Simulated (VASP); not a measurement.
A run of VASP 6.6.1 is set up as follows.

File POSCAR:

```
BaTe
1.0
    0.0000000000      3.4100000000      3.4100000000
    3.4100000000      0.0000000000      3.4100000000
    3.4100000000      3.4100000000      0.0000000000
Ba Te
1 1
Direct
    0.0000000000      0.0000000000      0.0000000000
    0.5000000000      0.5000000000      0.5000000000
```

INCAR.step1

```
PREC = Accurate ; ENCUT = 550
ISMEAR = 0 ; SIGMA = 0.01
LREAL = False ; LASPH = True
NELM = 120 ; NBANDS = 15
GGA = PE ; ALGO = Normal
EDIFF = 1E-5 ; LWAVE = True
LCHARG = False ; GGA_COMPAT = False
```

The input INCAR.step2:

```
PREC = Accurate ; ENCUT = 550
EDIFF = 1E-6 ; ISMEAR = 0
SIGMA = 0.01 ; LREAL = False
LASPH = True ; NELM = 120
ALGO = Normal ; ISIF = 2
LWAVE = False ; LCHARG = False
METAGGA = R2SCAN ; LMIXTAU = True
NBANDS = 15 ; ISTART = 1
GGA_COMPAT = False
```

Contents of KPOINTS:

```
regular mesh
0
Gamma
  4 4 4
```

Potentials or basis: VASP PAW PBE potentials, release 64 (Ba_sv, Te).

The run is started by

```console
$ cat potpaw_PBE.64/Ba_sv/POTCAR potpaw_PBE.64/Te/POTCAR > POTCAR
$ cp INCAR.step1 INCAR
$ mpirun -np 1 vasp_std > vasp.out
$ cp INCAR.step2 INCAR
$ mpirun -np 1 vasp_std > vasp.out
```

Estimate the pressure.

4.6 GPa.

Estimate the band gap on the k mesh.

1.68 eV (least direct gap 2.06 eV).

Caveat: the cell stands under pressure; the PAW data sets were made with another functional, which shifts forces and pressure a little; spin-orbit coupling is left out, which moves the levels of the heavy elements. r2SCAN opens gaps a little over a GGA but as a rule still falls short of measured ones.
